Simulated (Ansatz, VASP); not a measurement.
## Two plane-wave programs on B2F

File INCAR:

```
SYSTEM = B2F
  ALGO = Normal
  EDIFF = 1E-6
  ENCUT = 520
  GGA = PE
  ISIF = 2
  ISMEAR = 0
  ISPIN = 2
  LASPH = .TRUE.
  LCHARG = .TRUE.
  LELF = .TRUE.
  LORBIT = 11
  LREAL = .FALSE.
  LVHAR = .TRUE.
  LWAVE = .FALSE.
  MAGMOM = 0 0 1
  NBANDS = 18
  NELM = 150
  PREC = Accurate
  SIGMA = 0.1
```

File KPOINTS:

```
k-points
0
G
  12 12 4
  0 0 0
```

File POSCAR:

```
B2F
1.0
    2.1836264917      0.0000000000      0.0000000000
   -1.0918132458      1.8910760142      0.0000000000
    0.0000000000      0.0000000000      5.1495577740
B F
2 1
Direct
    0.0000000000      0.0000000000      0.6922135497
    0.0000000000      0.0000000000      0.3077864503
    0.0000000000      0.0000000000      0.0000000000
```

Input for Ansatz:

```yaml
crystal:
  lattice:
    - [2.1836264917, 0.0, 0.0]
    - [-1.0918132458, 1.8910760142, 0.0]
    - [0.0, 0.0, 5.149557774]
  atoms:
    - { symbol: B, position: [0.0, 0.0, 0.6922135497] }
    - { symbol: B, position: [0.0, 0.0, 0.3077864503] }
    - { symbol: F, position: [0.0, 0.0, 0.0], spin: 1.0 }
basis:
  ecutwfc: 420
kpoints:
  mp_grid: { grid: [12, 12, 4] }
hamiltonian:
  xc: pbe
scf:
  occupations: { method: gaussian, width: 0.1 }
  lower_state_search: "off"
output:
  forces: true
  stress: true
  eigenvalues: true
  populations: true
magnetization:
  spin_polarized: true
```

Alike in both runs: task single point; functional PBE; k mesh 12 × 12 × 4; occupations gaussian, width 0.1 eV; collinear spin.

|  | VASP | Ansatz |
| --- | --- | --- |
| version | VASP 6.6.1 | Ansatz 0.2.0 |
| potentials or method | VASP PAW PBE potentials, release 64 (B, F), cutoff 520 eV | scalar-relativistic, plane waves, PAW |
| valence electrons in the cell | 13 | 13 |

|  | VASP | Ansatz | Ansatz less VASP |
| --- | --- | --- | --- |
| gap on the k mesh at the Fermi level (eV) | none | none | - |
| pressure (GPa) | -0.3 | -0.1 | +0.13 |
| traceless stress, the component that is largest in VASP (GPa) | 0.59 | 0.09 | -0.498 |
| rms of the force components (eV/Å) | 0.021 | 0.004 | -0.0168 |
| net moment per atom (μB) | 0.00 | 0.00 | 0.000 |

Atom by atom the forces differ by 0.017 eV/Å (rms over components). A gap of «none» marks a metal or a gap that the smearing closes. With one functional, cell and mesh, what is left measures potentials, basis and numerics. Ansatz's warnings: seeded moment not kept.
